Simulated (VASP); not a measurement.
# SnAs (Fm-3m) in VASP: single point with LDA

Aim: the single point of SnAs with LDA.

Program: VASP 6.6.1. These are calculated values, not measurements. Logs are shortened: lines on timing, memory, paths and dates and some standing lists are left out, and cuts for length are marked.

### Step 1. The cell of the first run

Symmetry: Fm-3m, No. 225, cubic system. The conventional cell has a = 5.681 Å, b = 5.681 Å, c = 5.681 Å, α = 90.00°, β = 90.00°, γ = 90.00°. Within 3.7 Å of Sn (site symmetry m-3m) lie 6 As at 2.84 Å. Within 3.7 Å of As (site symmetry m-3m) lie 6 Sn at 2.84 Å.

### Step 2. Single point, LDA

The input, INCAR:

```
SYSTEM = SnAs
ALGO = Normal
EDIFF = 1E-6
ENCUT = 520
GGA = CA
ISIF = 2
ISMEAR = 0
LASPH = .TRUE.
LCHARG = .TRUE.
LELF = .TRUE.
LREAL = .FALSE.
LVHAR = .TRUE.
LWAVE = .FALSE.
NBANDS = 16
NELM = 100
PREC = Accurate
SIGMA = 0.05
```

The input, KPOINTS:

```
k-points
0
G
  12 12 12
  0 0 0
```

The input, POSCAR:

```
SnAs
1.0
    0.0000000000      2.8405000000      2.8405000000
    2.8405000000      0.0000000000      2.8405000000
    2.8405000000      2.8405000000      0.0000000000
Sn As
1 1
Direct
    0.0000000000      0.0000000000      0.0000000000
    0.5000000000      0.5000000000      0.5000000000
```

Potentials or basis: VASP PAW LDA potentials, release 64 (Sn_d, As).

Started as:

```
$ cat potpaw_LDA.64/Sn_d/POTCAR potpaw_LDA.64/As/POTCAR > POTCAR
$ mpirun -np 1 vasp_std > vasp.out
```

OUTCAR:

```text
SYSTEM = SnAs
   EDIFF = 1E-6
   ENCUT = 520
   GGA = CA
   ISIF = 2
   ISMEAR = 0
   LASPH = .TRUE.
   LREAL = .FALSE.
   NELM = 100
   PREC = Accurate

 ion  position               nearest neighbor table
   1  0.000  0.000  0.000-   2 2.84   2 2.84   2 2.84   2 2.84   2 2.84   2 2.84
   2  0.500  0.500  0.500-   1 2.84   1 2.84   1 2.84   1 2.84   1 2.84   1 2.84

  LATTYP: Found a face centered cubic cell.
 ALAT       =     5.6810000000

  Lattice vectors:

 A1 = (   0.0000000000,   2.8405000000,   2.8405000000)
 A2 = (   2.8405000000,   0.0000000000,   2.8405000000)
 A3 = (   2.8405000000,   2.8405000000,   0.0000000000)

Analysis of symmetry for initial positions (statically):
=====================================================================
 Subroutine PRICEL returns:
 Original cell was already a primitive cell.

 Routine SETGRP: Setting up the symmetry group for a
 face centered cubic supercell.

 Subroutine GETGRP returns: Found 48 space group operations
 (whereof 48 operations were pure point group operations)
 out of a pool of 48 trial point group operations.

The static configuration has the point symmetry O_h .

Analysis of symmetry for dynamics (positions and initial velocities):
=====================================================================
 Subroutine PRICEL returns:
 Original cell was already a primitive cell.

 Routine SETGRP: Setting up the symmetry group for a
 face centered cubic supercell.

 Subroutine GETGRP returns: Found 48 space group operations
 (whereof 48 operations were pure point group operations)
 out of a pool of 48 trial point group operations.

The dynamic configuration has the point symmetry O_h .

 Subroutine INISYM returns: Found 48 space group operations
 (whereof 48 operations are pure point group operations),
 and found     1 'primitive' translations

----------------------------------------------------------------------------------------

                                     Primitive cell

  volume of cell :      45.8368

  direct lattice vectors                    reciprocal lattice vectors
     0.000000000  2.840500000  2.840500000    -0.176025348  0.176025348  0.176025348
     2.840500000  0.000000000  2.840500000     0.176025348 -0.176025348  0.176025348
     2.840500000  2.840500000  0.000000000     0.176025348  0.176025348 -0.176025348

  length of vectors
     4.017073624  4.017073624  4.017073624     0.304884846  0.304884846  0.304884846

  position of ions in fractional coordinates (direct lattice)
[... 75 lines left out ...]
   LSORBIT =      F    spin-orbit coupling
   LASPH  =      T    aspherical Exc in radial PAW
   ENCUT  =  520.0 eV  38.22 Ry    6.18 a.u.   7.47  7.47  7.47*2*pi/ulx,y,z
   NELM   =    100;   NELMIN=  2; NELMDL= -5     # of ELM steps
   EDIFF  = 0.1E-05   stopping-criterion for ELM
   LREAL  =      F    real-space projection
   EDIFFG = 0.1E-04   stopping-criterion for IOM
   NSW    =      0    number of steps for IOM
   IBRION =     -1    ionic relax: 0-MD 1-quasi-New 2-CG
   NFREE  =      0    steps in history (QN), initial steepest desc. (CG)
   ISIF   =      2    stress and relaxation
   ISYM   =      2    0-nonsym 1-usesym 2-fastsym
   POTIM  = 0.5000    time-step for ionic-motion
   TEBEG  =    0.0;   TEEND  =   0.0 temperature during run
   PSTRESS=    0.0 pullay stress
   NELECT =      19.0000    total number of electrons
   NUPDOWN=      -1.0000    fix difference up-down
   EMIN   =  10.00;   EMAX   =-10.00  energy-range for DOS
   EFERMI =   0.00;   METHOD = LEGACY
   ISMEAR =     0;   SIGMA  =   0.05  broadening in eV -4-tet -1-fermi 0-gaus
   EFERMI_NEDOS =   21; number of points for ismear=-14 and -15
   IALGO  =     38    algorithm
   IMIX   =      4    mixing-type and parameters
     AMIX     =   0.40;   BMIX     =  1.00
     AMIX_MAG =   1.60;   BMIX_MAG =  1.00
  volume/ion in A,a.u.               =      22.92       154.66
  Fermi-wavevector in a.u.,A,eV,Ry     =   1.220641  2.306677 20.272193  1.489964
  Thomas-Fermi vector in A             =   2.355851
   LORBIT       =      0    0 simple, 1 ext, 2 COOP (PROOUT), +10 PAW based schemes
   GGA     = CA    functional components
   LHFCALC =     F    Hartree Fock is set to
   AEXX    =    0.0000 exact exchange contribution
   IVDW    =     0    specifies the selected vdW correction
   LEPSILON=     F    determine dielectric tensor
   LRPA    =     F    only Hartree local field effects (RPA)
 non-spin polarized calculation
 Gauss-broadening in eV      SIGMA  =   0.05
  energy-cutoff  :      520.00
  volume of cell :       45.84
 maximum number of plane-waves:      1258
 NGX is ok and might be reduce to    30
   NGX = 15   NGY = 15   NGZ = 15

 number of electron      18.9999997 magnetization

 Free energy of the ion-electron system (eV)
  ---------------------------------------------------
  ext. energy  EPLUGINS =         0.00000000
  ---------------------------------------------------
  free energy    TOTEN  =       -10.07122489 eV

  energy without entropy =      -10.07058223  energy(sigma->0) =      -10.07090356

 E-fermi :   7.2022     XC(G=0): -10.6388

 val. band max:        7.1778829200   @ k =  -0.4167   0.2500   0.0833
 cond. band min:       7.3089178386   @ k =   0.2500   0.1667   0.0000
 fundamental gap:      0.1310349186
 Fermi energy:         7.2021652681

 k-point     1 :       0.0000    0.0000    0.0000
  band No.  band energies     occupation
      1     -14.3051      2.00000
      2     -14.3051      2.00000
      3     -14.2907      2.00000
      4     -14.2907      2.00000
      5     -14.2907      2.00000
      6      -6.1857      2.00000
[... 433 lines left out ...]
      3     -14.2835      2.00000
      4     -14.2704      2.00000
      5     -14.2657      2.00000
      6      -3.8464      2.00000
[... 8 lines left out ...]
     15      16.6788      0.00000
     16      17.0019      0.00000

 [... further k-points ...]
[... 5 lines left out ...]
  --------------------------------------------------------------------------------------
  -------------------------------------------------------------------------------------
  Total       -0.0951426     -0.0951426     -0.0951426      0.0000000      0.0000000     -0.0000000
  in kB       -3.3256094     -3.3256094     -3.3256094      0.0000000      0.0000000     -0.0000000
  external PRESSURE =      -3.3256094 kB  Pullay stress =       0.0000000 kB

 VOLUME and BASIS-vectors are now :
 -----------------------------------------------------------------------------
  energy-cutoff  :      520.00
  volume of cell :       45.84
      direct lattice vectors                 reciprocal lattice vectors
     0.000000000  2.840500000  2.840500000    -0.176025348  0.176025348  0.176025348
     2.840500000  0.000000000  2.840500000     0.176025348 -0.176025348  0.176025348
     2.840500000  2.840500000  0.000000000     0.176025348  0.176025348 -0.176025348

 POSITION                                       TOTAL-FORCE (eV/Angst)
 -----------------------------------------------------------------------------------
      0.00000      0.00000      0.00000         0.000000      0.000000     -0.000000
      2.84050      2.84050      2.84050        -0.000000     -0.000000      0.000000
 -----------------------------------------------------------------------------------
    total drift:                               -0.000000      0.000000      0.000000

  FREE ENERGIE OF THE ION-ELECTRON SYSTEM (eV)
  ---------------------------------------------------
  free  energy   TOTEN  =       -10.0712248875 eV

  energy  without entropy=      -10.0705822273  energy(sigma->0) =      -10.07090356
```

Run time: 65 s. Hardware: 1 thread of AMD EPYC 7R13, shared host; peak memory 0.16 GiB.

Results:

- Free energy: -10.0712 eV
- Pressure: -0.3 GPa
- Band gap on the k mesh: zero (an odd number of electrons rules out a gap without spin polarisation)

Caveat: spin-orbit coupling is left out, which moves the levels of the heavy elements.

The gap in the log of VASP goes by the Fermi energy; the results here count the filled bands.